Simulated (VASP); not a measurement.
# GaN (Fm-3m) in VASP: single point with HSE06

Aim: the single point of GaN with HSE06.

Program: VASP 6.6.1. These are calculated values, not measurements. Logs are shortened: lines on timing, memory, paths and dates and some standing lists are left out, and cuts for length are marked.

**1. The cell of the first run**

The structure is cubic, space group Fm-3m (No. 225). The conventional cell has a = 4.091 Å, b = 4.091 Å, c = 4.091 Å, α = 90.00°, β = 90.00°, γ = 90.00°. Ga (site symmetry m-3m) has 6 N at 2.05 Å within 2.7 Å. Within 2.7 Å of N (site symmetry m-3m) lie 6 Ga at 2.05 Å.

**2. Single point, HSE06 (strain -3.0%)**

Contents of POSCAR:

```
GaN
1.0
    0.0000000000      2.0452597773      2.0452597773
    2.0452597773      0.0000000000      2.0452597773
    2.0452597773      2.0452597773      0.0000000000
Ga N
1 1
Direct
    0.0000000000      0.0000000000      0.0000000000
    0.5000000000      0.5000000000      0.5000000000
```

Contents of INCAR.step1:

```
  PREC = Accurate
  ENCUT = 520
  EDIFF = 1E-5
  ISMEAR = 0
  SIGMA = 0.01
  LREAL = False
  LASPH = True
  NELM = 100
  ALGO = Normal
  ISIF = 2
  LWAVE = True
  LCHARG = False
  NBANDS = 16
  GGA = PE
  KPAR = 4
```

Contents of INCAR.step2:

```
  PREC = Accurate
  ENCUT = 520
  EDIFF = 1E-6
  ISMEAR = 0
  SIGMA = 0.01
  LREAL = False
  LASPH = True
  NELM = 100
  ALGO = Normal
  ISIF = 2
  LWAVE = False
  LCHARG = False
  GGA = PE
  LHFCALC = True
  HFSCREEN = 0.2079
  PRECFOCK = Normal
  NBANDS = 16
  ISTART = 1
  KPAR = 4
```

Contents of KPOINTS:

```
regular mesh
0
Gamma
  8 8 8
```

Potentials or basis: VASP PAW PBE potentials, release 64 (Ga_d, N).

Command:

```console
$ cat potpaw_PBE.64/Ga_d/POTCAR potpaw_PBE.64/N/POTCAR > POTCAR
$ cp INCAR.step1 INCAR
$ mpirun -np 4 vasp_std > vasp.out
$ cp INCAR.step2 INCAR
$ mpirun -np 4 vasp_std > vasp.out
```

OUTCAR:

```text
PREC = Accurate
   ENCUT = 520
   EDIFF = 1E-6
   ISMEAR = 0
   LREAL = False
   LASPH = True
   NELM = 100
   ISIF = 2
   GGA = PE
   LHFCALC = True
   HFSCREEN = 0.2079
   PRECFOCK = Normal
   ISTART = 1

 ion  position               nearest neighbor table
   1  0.000  0.000  0.000-   2 2.05   2 2.05   2 2.05   2 2.05   2 2.05   2 2.05
   2  0.500  0.500  0.500-   1 2.05   1 2.05   1 2.05   1 2.05   1 2.05   1 2.05

  LATTYP: Found a face centered cubic cell.
 ALAT       =     4.0905195546

  Lattice vectors:

 A1 = (   0.0000000000,   2.0452597773,   2.0452597773)
 A2 = (   2.0452597773,   0.0000000000,   2.0452597773)
 A3 = (   2.0452597773,   2.0452597773,   0.0000000000)

Analysis of symmetry for initial positions (statically):
=====================================================================
 Subroutine PRICEL returns:
 Original cell was already a primitive cell.

 Routine SETGRP: Setting up the symmetry group for a
 face centered cubic supercell.

 Subroutine GETGRP returns: Found 48 space group operations
 (whereof 48 operations were pure point group operations)
 out of a pool of 48 trial point group operations.

The static configuration has the point symmetry O_h .

Analysis of symmetry for dynamics (positions and initial velocities):
=====================================================================
 Subroutine PRICEL returns:
 Original cell was already a primitive cell.

 Routine SETGRP: Setting up the symmetry group for a
 face centered cubic supercell.

 Subroutine GETGRP returns: Found 48 space group operations
 (whereof 48 operations were pure point group operations)
 out of a pool of 48 trial point group operations.

The dynamic configuration has the point symmetry O_h .

 Subroutine INISYM returns: Found 48 space group operations
 (whereof 48 operations are pure point group operations),
 and found     1 'primitive' translations

----------------------------------------------------------------------------------------

                                     Primitive cell

  volume of cell :      17.1110

  direct lattice vectors                    reciprocal lattice vectors
     0.000000000  2.045259777  2.045259777    -0.244467723  0.244467723  0.244467723
     2.045259777  0.000000000  2.045259777     0.244467723 -0.244467723  0.244467723
     2.045259777  2.045259777  0.000000000     0.244467723  0.244467723 -0.244467723

  length of vectors
     2.892434116  2.892434116  2.892434116     0.423430516  0.423430516  0.423430516

  position of ions in fractional coordinates (direct lattice)
     0.000000000  0.000000000  0.000000000
     0.500000000  0.500000000  0.500000000

  ion indices of the primitive-cell ions
   primitive index   ion index
                 1           1
                 2           2

----------------------------------------------------------------------------------------

 KPOINTS: regular mesh

Automatic generation of k-mesh.
 Grid dimensions read from file:
 generate k-points for:    8    8    8

 Generating k-lattice:

  Cartesian coordinates                     Fractional coordinates (reciprocal lattice)
    -0.030558465  0.030558465  0.030558465     0.125000000  0.000000000  0.000000000
     0.030558465 -0.030558465  0.030558465     0.000000000  0.125000000  0.000000000
     0.030558465  0.030558465 -0.030558465     0.000000000  0.000000000  0.125000000

  Length of vectors
     0.052928815  0.052928815  0.052928815

  Shift w.r.t. Gamma in fractional coordinates (k-lattice)
     0.000000000  0.000000000  0.000000000

 Subroutine IBZKPT returns following result:
 ===========================================

 Found     29 irreducible k-points:

 Following reciprocal coordinates:
            Coordinates               Weight
  0.000000  0.000000  0.000000      1.000000
  0.125000  0.000000  0.000000      8.000000
  0.250000  0.000000  0.000000      8.000000
  0.375000  0.000000  0.000000      8.000000
  0.500000  0.000000  0.000000      4.000000
  0.125000  0.125000  0.000000      6.000000
[... 16 lines left out ...]
  0.500000  0.250000  0.125000     48.000000
 -0.375000  0.250000  0.125000     24.000000
 [... further k-points ...]
   k-points           NKPTS =     29   k-points in BZ     NKDIM =    512   number of bands    NBANDS=     16
   number of dos      NEDOS =    301   number of ions     NIONS =      2
   total plane-waves  NPLWV =  13824
   dimension x,y,z NGX =    24 NGY =   24 NGZ =   24
   dimension x,y,z NGXF=    48 NGYF=   48 NGZF=   48
   ions per type =               1   1
   NGX,Y,Z   is equivalent  to a cutoff of  13.79, 13.79, 13.79 a.u.
   NGXF,Y,Z  is equivalent  to a cutoff of  27.59, 27.59, 27.59 a.u.
 SYSTEM =  unknown system
   PREC   = accura    normal or accurate (medium, high low for compatibility)
   ISTART =      1    job   : 0-new  1-cont  2-samecut
   ICHARG =      0    charge: 1-file 2-atom 10-const
   ISPIN  =      1    spin polarized calculation?
   LNONCOLLINEAR =      F non collinear calculations
   LSORBIT =      F    spin-orbit coupling
   LASPH  =      T    aspherical Exc in radial PAW
   ENCUT  =  520.0 eV  38.22 Ry    6.18 a.u.   5.38  5.38  5.38*2*pi/ulx,y,z
   NELM   =    100;   NELMIN=  2; NELMDL=  0     # of ELM steps
   EDIFF  = 0.1E-05   stopping-criterion for ELM
   LREAL  =      F    real-space projection
   EDIFFG = 0.1E-04   stopping-criterion for IOM
   NSW    =      0    number of steps for IOM
   IBRION =     -1    ionic relax: 0-MD 1-quasi-New 2-CG
   NFREE  =      0    steps in history (QN), initial steepest desc. (CG)
   ISIF   =      2    stress and relaxation
   ISYM   =      3    0-nonsym 1-usesym 2-fastsym
   POTIM  = 0.5000    time-step for ionic-motion
   TEBEG  =    0.0;   TEEND  =   0.0 temperature during run
   PSTRESS=    0.0 pullay stress
   NELECT =      18.0000    total number of electrons
   NUPDOWN=      -1.0000    fix difference up-down
   EMIN   =  10.00;   EMAX   =-10.00  energy-range for DOS
   EFERMI =   0.00;   METHOD = LEGACY
   ISMEAR =     0;   SIGMA  =   0.01  broadening in eV -4-tet -1-fermi 0-gaus
   EFERMI_NEDOS =   21; number of points for ismear=-14 and -15
   IALGO  =     38    algorithm
   IMIX   =      1    mixing-type and parameters
     AMIX     =   0.40;   BMIX     =  1.00
     AMIX_MAG =   1.60;   BMIX_MAG =  1.00
  volume/ion in A,a.u.               =       8.56        57.74
  Fermi-wavevector in a.u.,A,eV,Ry     =   1.664973  3.146343 37.717187  2.772135
  Thomas-Fermi vector in A             =   2.751424
   LORBIT       =      0    0 simple, 1 ext, 2 COOP (PROOUT), +10 PAW based schemes
   GGA     = PE    functional components
   LHFCALC =     T    Hartree Fock is set to
   PRECFOCK=normal    Normal, Fast or Accurate (Low or Medium for compatibility)
   ENCUT4O =  -1.0   cutoff for four orbital integrals eV
   NKREDX  =     1    reduce k-point grid by
   NKREDY  =     1    reduce k-point grid by
   NKREDZ  =     1    reduce k-point grid by
   AEXX    =    0.2500 exact exchange contribution
   HFSCREEN=    0.2079 screening length (either q_TF or 0.3 A-1)
   HFSCREENC=   0.2079 screening length for correlation (either q_TF or 0.3 A-1)
   ENCUTFOCK=  -1.0 apply spherical cutoff to Coloumb kernel
   IVDW    =     0    specifies the selected vdW correction
   LEPSILON=     F    determine dielectric tensor
   LRPA    =     F    only Hartree local field effects (RPA)
 non-spin polarized calculation
 Gauss-broadening in eV      SIGMA  =   0.01
  energy-cutoff  :      520.00
  volume of cell :       17.11
 maximum number of plane-waves:       477
 NGX is ok and might be reduce to    24
  NGX = 18; NGY = 18; NGZ = 18

 number of electron      18.0000003 magnetization

 Free energy of the ion-electron system (eV)
  ---------------------------------------------------
  ext. energy  EPLUGINS =         0.00000000
  ---------------------------------------------------
  free energy    TOTEN  =       -13.66208242 eV

  energy without entropy =      -13.66208242  energy(sigma->0) =      -13.66208242

 E-fermi :   8.5168     XC(G=0): -11.0857

 val. band max:        8.3405517591   @ k =  -0.2500   0.1250   0.0000
 cond. band min:      10.9775286460   @ k =   0.5000   0.5000   0.0000
 fundamental gap:      2.6369768868
 Fermi energy:         8.5168486615

 k-point     1 :       0.0000    0.0000    0.0000
  band No.  band energies     occupation
      1     -11.6173      2.00000
      2      -7.7822      2.00000
      3      -7.7822      2.00000
      4      -7.7822      2.00000
      5      -7.7305      2.00000
      6      -7.7305      2.00000
[... 8 lines left out ...]
     15      27.8641      0.00000
     16      27.8641      0.00000

 k-point     2 :       0.1250    0.0000    0.0000
  band No.  band energies     occupation
      1     -11.2613      2.00000
      2      -7.7984      2.00000
      3      -7.7909      2.00000
      4      -7.7909      2.00000
      5      -7.7298      2.00000
      6      -7.7298      2.00000
[... 8 lines left out ...]
     15      27.2382      0.00000
     16      27.2382      0.00000

 k-point     3 :       0.2500    0.0000    0.0000
  band No.  band energies     occupation
      1     -10.2533      2.00000
      2      -7.8954      2.00000
      3      -7.8954      2.00000
      4      -7.8366      2.00000
      5      -7.6426      2.00000
      6      -7.6426      2.00000
[... 8 lines left out ...]
     15      28.8640      0.00000
     16      28.8640      0.00000

 k-point     4 :       0.3750    0.0000    0.0000
  band No.  band energies     occupation
      1      -8.8696      2.00000
      2      -8.0025      2.00000
      3      -8.0025      2.00000
      4      -7.8719      2.00000
      5      -7.5497      2.00000
      6      -7.5497      2.00000
[... 8 lines left out ...]
     15      31.9170      0.00000
     16      31.9170      0.00000
[... 324 lines left out ...]
 k-point    22 :       0.3750    0.2500    0.1250
  band No.  band energies     occupation
      1      -9.7784      2.00000
      2      -7.8702      2.00000
      3      -7.8347      2.00000
      4      -7.7886      2.00000
      5      -7.6264      2.00000
      6      -7.3507      2.00000
[... 8 lines left out ...]
     15      32.8620      0.00000
     16      33.2226      0.00000

 k-point    23 :       0.5000    0.2500    0.1250
  band No.  band energies     occupation
      1      -9.2532      2.00000
      2      -7.9228      2.00000
      3      -7.8619      2.00000
      4      -7.7456      2.00000
      5      -7.5382      2.00000
      6      -6.5584      2.00000
[... 8 lines left out ...]
     15      32.9323      0.00000
     16      34.3992      0.00000

 k-point    24 :      -0.3750    0.2500    0.1250
  band No.  band energies     occupation
      1      -9.1036      2.00000
      2      -7.9663      2.00000
      3      -7.8665      2.00000
      4      -7.7248      2.00000
      5      -7.4995      2.00000
      6      -5.8738      2.00000
[... 8 lines left out ...]
     15      30.3292      0.00000
     16      35.2532      0.00000

 [... further k-points ...]

------------------------ aborting loop because EDIFF is reached ----------------------------------------

  FORCE on cell =-STRESS in cart. coord.  units (eV):
  Direction    XX          YY          ZZ          XY          YZ          ZX
  --------------------------------------------------------------------------------------
  -------------------------------------------------------------------------------------
  Total        2.9052502      2.9052502      2.9052502      0.0000000      0.0000000     -0.0000000
  in kB      272.0311872    272.0311872    272.0311872      0.0000000      0.0000000     -0.0000000
  external PRESSURE =     272.0311872 kB  Pullay stress =       0.0000000 kB

 VOLUME and BASIS-vectors are now :
 -----------------------------------------------------------------------------
  energy-cutoff  :      520.00
  volume of cell :       17.11
      direct lattice vectors                 reciprocal lattice vectors
     0.000000000  2.045259777  2.045259777    -0.244467723  0.244467723  0.244467723
     2.045259777  0.000000000  2.045259777     0.244467723 -0.244467723  0.244467723
     2.045259777  2.045259777  0.000000000     0.244467723  0.244467723 -0.244467723

 POSITION                                       TOTAL-FORCE (eV/Angst)
 -----------------------------------------------------------------------------------
      0.00000      0.00000      0.00000         0.000000     -0.000000     -0.000000
      2.04526      2.04526      2.04526        -0.000000      0.000000      0.000000
 -----------------------------------------------------------------------------------
    total drift:                                0.000000      0.000000      0.000000

  FREE ENERGIE OF THE ION-ELECTRON SYSTEM (eV)
  ---------------------------------------------------
  free  energy   TOTEN  =       -13.6620824215 eV

  energy  without entropy=      -13.6620824215  energy(sigma->0) =      -13.66208242
```

Run time: 27 min. Hardware: 4 MPI ranks of AMD EPYC 7R43 (Zen 3), shared host; peak memory 0.22 GiB.

What came out:

- Free energy: -13.6621 eV
- Pressure: 27.2 GPa
- Band gap on the k mesh: 2.64 eV (least direct gap 5.52 eV)

Caveat: the cell differs from its parent crystal (strain -3.0%); the cell stands under pressure; the PAW data sets were made with another functional, which shifts forces and pressure a little. A k mesh can miss the band edges.
